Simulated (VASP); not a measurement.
# Zr in VASP: further runs, part 2 of 2

VASP 6.6.1.

## Step 4: Single point, PBEsol (equal xx and yy strain of +1 %)

Input file INCAR:

```
PREC = Accurate ; ENCUT = 520
EDIFF = 1E-7 ; ISMEAR = -1
SIGMA = 0.08 ; LREAL = F
LASPH = T ; NELM = 100
ALGO = Normal ; ISIF = 2
LWAVE = F ; LCHARG = F
GGA = PS ; NBANDS = 19
```

Input file KPOINTS:

```
Automatic mesh
0
Gamma
  13 13 7
```

Input file POSCAR:

```
Zr
1.0
    3.2643182047      0.0000000000      0.0000000000
   -1.6321591023      2.8269824913      0.0000000000
    0.0000000000      0.0000000000      5.1470000000
Zr
2
Direct
    0.3333333333      0.6666666667      0.2500000000
    0.6666666667      0.3333333333      0.7500000000
```

Potentials or basis: VASP PAW PBE potentials, release 64 (Zr_sv).

Run with:

```
> cat potpaw_PBE.64/Zr_sv/POTCAR > POTCAR
> mpirun -np 1 vasp_std > vasp.out
```

OUTCAR:

```text
PREC = Accurate
   ENCUT = 520
   EDIFF = 1E-7
   ISMEAR = -1
   LREAL = F
   LASPH = T
   NELM = 100
   ISIF = 2
   GGA = PS

 ion  position               nearest neighbor table
   1  0.333  0.667  0.250-   2 3.19   2 3.19   2 3.19   2 3.19   2 3.19   2 3.19
   2  0.667  0.333  0.750-   1 3.19   1 3.19   1 3.19   1 3.19   1 3.19   1 3.19

  LATTYP: Found a hexagonal cell.
 ALAT       =     3.2643182047
 C/A-ratio  =     1.5767457941

  Lattice vectors:

 A1 = (   3.2643182047,   0.0000000000,   0.0000000000)
 A2 = (  -1.6321591023,   2.8269824913,   0.0000000000)
 A3 = (   0.0000000000,   0.0000000000,   5.1470000000)

Analysis of symmetry for initial positions (statically):
=====================================================================
 Subroutine PRICEL returns:
 Original cell was already a primitive cell.

 Routine SETGRP: Setting up the symmetry group for a
 hexagonal supercell.

 Subroutine GETGRP returns: Found 24 space group operations
 (whereof 12 operations were pure point group operations)
 out of a pool of 24 trial point group operations.

The static configuration has the point symmetry D_3d.
 The point group associated with its full space group is D_6h.

Analysis of symmetry for dynamics (positions and initial velocities):
=====================================================================
 Subroutine PRICEL returns:
 Original cell was already a primitive cell.

 Routine SETGRP: Setting up the symmetry group for a
 hexagonal supercell.

 Subroutine GETGRP returns: Found 24 space group operations
 (whereof 12 operations were pure point group operations)
 out of a pool of 24 trial point group operations.

The dynamic configuration has the point symmetry D_3d.
 The point group associated with its full space group is D_6h.

 Subroutine INISYM returns: Found 24 space group operations
 (whereof 12 operations are pure point group operations),
 and found     1 'primitive' translations

----------------------------------------------------------------------------------------

                                     Primitive cell

  volume of cell :      47.4974

  direct lattice vectors                    reciprocal lattice vectors
     3.264318205  0.000000000  0.000000000     0.306342684  0.176867031  0.000000000
    -1.632159102  2.826982491  0.000000000     0.000000000  0.353734062  0.000000000
     0.000000000  0.000000000  5.147000000     0.000000000  0.000000000  0.194287935

  length of vectors
     3.264318205  3.264318205  5.147000000     0.353734062  0.353734062  0.194287935

  position of ions in fractional coordinates (direct lattice)
     0.333333333  0.666666667  0.250000000
     0.666666667  0.333333333  0.750000000

  ion indices of the primitive-cell ions
   primitive index   ion index
                 1           1
                 2           2

----------------------------------------------------------------------------------------

 KPOINTS: Automatic mesh

Automatic generation of k-mesh.
 Grid dimensions read from file:
 generate k-points for:   13   13    7

 Generating k-lattice:

  Cartesian coordinates                     Fractional coordinates (reciprocal lattice)
     0.023564822  0.013605156  0.000000000     0.076923077  0.000000000  0.000000000
     0.000000000  0.027210312  0.000000000     0.000000000  0.076923077  0.000000000
     0.000000000  0.000000000  0.027755419     0.000000000  0.000000000  0.142857143

  Length of vectors
     0.027210312  0.027210312  0.027755419

  Shift w.r.t. Gamma in fractional coordinates (k-lattice)
     0.000000000  0.000000000  0.000000000

 Subroutine IBZKPT returns following result:
 ===========================================

 Found     84 irreducible k-points:

 Following reciprocal coordinates:
            Coordinates               Weight
  0.000000  0.000000  0.000000      1.000000
  0.076923 -0.000000  0.000000      6.000000
  0.153846 -0.000000  0.000000      6.000000
  0.230769 -0.000000  0.000000      6.000000
  0.307692 -0.000000  0.000000      6.000000
  0.384615 -0.000000  0.000000      6.000000
[... 16 lines left out ...]
  0.076923 -0.000000  0.142857     12.000000
  0.153846 -0.000000  0.142857     12.000000
 [... further k-points ...]
   k-points           NKPTS =     84   k-points in BZ     NKDIM =     84   number of bands    NBANDS=     19
   number of dos      NEDOS =    301   number of ions     NIONS =      2
   total plane-waves  NPLWV =  23040
   dimension x,y,z NGX =    24 NGY =   24 NGZ =   40
   dimension x,y,z NGXF=    48 NGYF=   48 NGZF=   80
   ions per type =               2
   NGX,Y,Z   is equivalent  to a cutoff of  12.22, 12.22, 12.92 a.u.
   NGXF,Y,Z  is equivalent  to a cutoff of  24.45, 24.45, 25.84 a.u.
 SYSTEM =  unknown system
   PREC   = accura    normal or accurate (medium, high low for compatibility)
   ISTART =      0    job   : 0-new  1-cont  2-samecut
   ICHARG =      2    charge: 1-file 2-atom 10-const
   ISPIN  =      1    spin polarized calculation?
   LNONCOLLINEAR =      F non collinear calculations
   LSORBIT =      F    spin-orbit coupling
   LASPH  =      T    aspherical Exc in radial PAW
   ENCUT  =  520.0 eV  38.22 Ry    6.18 a.u.   6.07  6.07  9.57*2*pi/ulx,y,z
   NELM   =    100;   NELMIN=  2; NELMDL= -5     # of ELM steps
   EDIFF  = 0.1E-06   stopping-criterion for ELM
   LREAL  =      F    real-space projection
   EDIFFG = 0.1E-05   stopping-criterion for IOM
   NSW    =      0    number of steps for IOM
   IBRION =     -1    ionic relax: 0-MD 1-quasi-New 2-CG
   NFREE  =      0    steps in history (QN), initial steepest desc. (CG)
   ISIF   =      2    stress and relaxation
   ISYM   =      2    0-nonsym 1-usesym 2-fastsym
   POTIM  = 0.5000    time-step for ionic-motion
   TEBEG  =    0.0;   TEEND  =   0.0 temperature during run
   PSTRESS=    0.0 pullay stress
   NELECT =      24.0000    total number of electrons
   NUPDOWN=      -1.0000    fix difference up-down
   EMIN   =  10.00;   EMAX   =-10.00  energy-range for DOS
   EFERMI =   0.00;   METHOD = LEGACY
   ISMEAR =    -1;   SIGMA  =   0.08  broadening in eV -4-tet -1-fermi 0-gaus
   EFERMI_NEDOS =   21; number of points for ismear=-14 and -15
   IALGO  =     38    algorithm
   IMIX   =      4    mixing-type and parameters
     AMIX     =   0.40;   BMIX     =  1.00
     AMIX_MAG =   1.60;   BMIX_MAG =  1.00
  volume/ion in A,a.u.               =      23.75       160.26
  Fermi-wavevector in a.u.,A,eV,Ry     =   1.303933  2.464076 23.133191  1.700242
  Thomas-Fermi vector in A             =   2.434902
   LORBIT       =      0    0 simple, 1 ext, 2 COOP (PROOUT), +10 PAW based schemes
   GGA     = PS    functional components
   LHFCALC =     F    Hartree Fock is set to
   AEXX    =    0.0000 exact exchange contribution
   IVDW    =     0    specifies the selected vdW correction
   LEPSILON=     F    determine dielectric tensor
   LRPA    =     F    only Hartree local field effects (RPA)
 non-spin polarized calculation
  energy-cutoff  :      520.00
  volume of cell :       47.50
 maximum number of plane-waves:      1296
   NGX = 13   NGY = 13   NGZ = 19

 number of electron      24.0000000 magnetization

 Free energy of the ion-electron system (eV)
  ---------------------------------------------------
  ext. energy  EPLUGINS =         0.00000000
  ---------------------------------------------------
  free energy    TOTEN  =       -18.14195755 eV

  energy without entropy =      -18.09604036  energy(sigma->0) =      -18.11899896

 E-fermi :   8.6402     XC(G=0): -11.1112

 val. band max:        8.6285279035   @ k =   0.0769  -0.0000   0.2857
 cond. band min:       8.6476599256   @ k =   0.0769   0.0769   0.1429
 fundamental gap:      0.0191320221
 Fermi energy:         8.6402314489

 k-point     1 :       0.0000    0.0000    0.0000
  band No.  band energies     occupation
      1     -40.1309      2.00000
      2     -39.9816      2.00000
      3     -18.6583      2.00000
      4     -17.8358      2.00000
      5     -17.8358      2.00000
      6     -17.6938      2.00000
[... 11 lines left out ...]
     18      10.6695      0.00000
     19      12.9850      0.00000

 k-point     2 :       0.0769   -0.0000    0.0000
  band No.  band energies     occupation
      1     -40.1247      2.00000
      2     -39.9793      2.00000
      3     -18.6411      2.00000
      4     -17.8724      2.00000
      5     -17.8482      2.00000
      6     -17.7320      2.00000
[... 476 lines left out ...]
 k-point    24 :       0.1538   -0.0000    0.1429
  band No.  band energies     occupation
      1     -40.1008      2.00000
      2     -39.9798      2.00000
      3     -18.5558      2.00000
      4     -17.9623      2.00000
      5     -17.8733      2.00000
      6     -17.8730      2.00000
[... 11 lines left out ...]
     18      10.9102      0.00000
     19      13.3088      0.00000

 [... further k-points ...]
[... 5 lines left out ...]
  --------------------------------------------------------------------------------------
  -------------------------------------------------------------------------------------
  Total       -1.5764349     -1.5764349     -1.1816084     -0.0000000     -0.0000000      0.0000000
  in kB      -53.1761461    -53.1761461    -39.8578973     -0.0000000     -0.0000000      0.0000000
  external PRESSURE =     -48.7367298 kB  Pullay stress =       0.0000000 kB

 VOLUME and BASIS-vectors are now :
 -----------------------------------------------------------------------------
  energy-cutoff  :      520.00
  volume of cell :       47.50
      direct lattice vectors                 reciprocal lattice vectors
     3.264318205  0.000000000  0.000000000     0.306342684  0.176867031  0.000000000
    -1.632159102  2.826982491  0.000000000     0.000000000  0.353734062  0.000000000
     0.000000000  0.000000000  5.147000000     0.000000000  0.000000000  0.194287935

 POSITION                                       TOTAL-FORCE (eV/Angst)
 -----------------------------------------------------------------------------------
     -0.00000      1.88465      1.28675         0.000000      0.000000      0.000000
      1.63216      0.94233      3.86025        -0.000000     -0.000000      0.000000
 -----------------------------------------------------------------------------------
    total drift:                               -0.000000      0.000000     -0.000000

  FREE ENERGIE OF THE ION-ELECTRON SYSTEM (eV)
  ---------------------------------------------------
  free  energy   TOTEN  =       -18.1419575545 eV

  energy  without entropy=      -18.0960403623  energy(sigma->0) =      -18.11899896
```

It took 19 s on 1 thread of Intel Xeon 6975P-C (Granite Rapids), shared host; peak memory 0.19 GiB.

Results:

```
Free energy            : -18.1420 eV
Pressure               : -4.9 GPa
Band gap on the k mesh : zero (band 12 reaches 9.50 eV, above the bottom of band 13 at 8.41 eV)
```

Caveat: the cell differs from its parent crystal (equal xx and yy strain of +1 %); the PAW data sets were made with another functional, which shifts forces and pressure a little.

## Step 5: Single point, PBEsol (equal xy, yz and zx shear strains of +2 %)

Input file INCAR:

```
PREC = Accurate ; ENCUT = 520
EDIFF = 1E-6 ; ISMEAR = -1
SIGMA = 0.08 ; LREAL = F
LASPH = T ; NELM = 80
ALGO = Normal ; ISIF = 2
LWAVE = F ; LCHARG = F
GGA = PS ; NBANDS = 19
```

Input file KPOINTS:

```
regular mesh
0
Gamma
  13 13 7
```

Input file POSCAR:

```
Zr
1.0
    3.2319982225      0.0323199822      0.0323199822
   -1.5880091855      2.7828325745      0.0118299345
    0.0514700000      0.0514700000      5.1470000000
Zr
2
Direct
    0.3333333333      0.6666666667      0.2500000000
    0.6666666667      0.3333333333      0.7500000000
```

Run with:

```
> cat potpaw_PBE.64/Zr_sv/POTCAR > POTCAR
> mpirun -np 1 vasp_std > vasp.out
```

Wall time 4.6 min (1 thread of Intel Xeon 6975P-C (Granite Rapids), shared host); peak memory 0.49 GiB.

It converged, with:

```yaml
Free_energy: -18.1625 eV
Pressure: -3.2 GPa
Largest_force: 0.034 eV/Å
Band_gap_on_the_k_mesh: zero (band 12 reaches 9.86 eV, above the bottom of band 13 at 8.58 eV)
```

Forces in eV/Å, atoms in the order of the input:
```
Zr  -0.034  0.002  0.005
Zr   0.034 -0.002 -0.005
```

Stress tensor (GPa, compression positive):
```
-3.44 -0.84 -0.43
-0.84 -3.40 -0.42
-0.43 -0.42 -2.82
```

Levels at points of the mesh, in eV from the Fermi level:
```tsv
k point	band 9	band 10	band 11	band 12	band 13	band 14	band 15	band 16
(0.00, 0.00, 0.00)	-5.65	-3.02	0.71	1.01	1.04	1.21	1.42	1.72
```

Caveat: the cell differs from its parent crystal (equal xy, yz and zx shear strains of +2 %); the PAW data sets were made with another functional, which shifts forces and pressure a little.

## Step 6: The runs side by side

```tsv
cell	gap on the mesh (eV)	pressure (GPa)	largest force (eV/Å)
a = 3.232, b = 3.246, c = 5.147 Å, angles 90.2, 90.6, 120.4°, 2 atoms	none	-3.2	0.02
a = 3.232, b = 3.218, c = 5.147 Å, angles 89.8, 89.4, 119.6°, 2 atoms	none	-3.2	0.02
a = 3.264, b = 3.264, c = 5.147 Å, angles 90.0, 90.0, 120.0°, 2 atoms	none	-4.9	-
a = 3.232, b = 3.204, c = 5.148 Å, angles 89.6, 88.8, 119.1°, 2 atoms	none	-3.2	0.03
```

Alike in all rows: task single point; level PBEsol; potentials or basis VASP PAW PBE potentials, release 64 (Zr_sv); no spin polarisation; k mesh 13 × 13 × 7; cutoff (eV) 520; smearing fermi-dirac 0.08 eV.

Caveats: the PAW data sets were made with another functional, which shifts forces and pressure a little.

Total energies depend on the potentials used, so only differences within one code and one set of settings carry meaning.
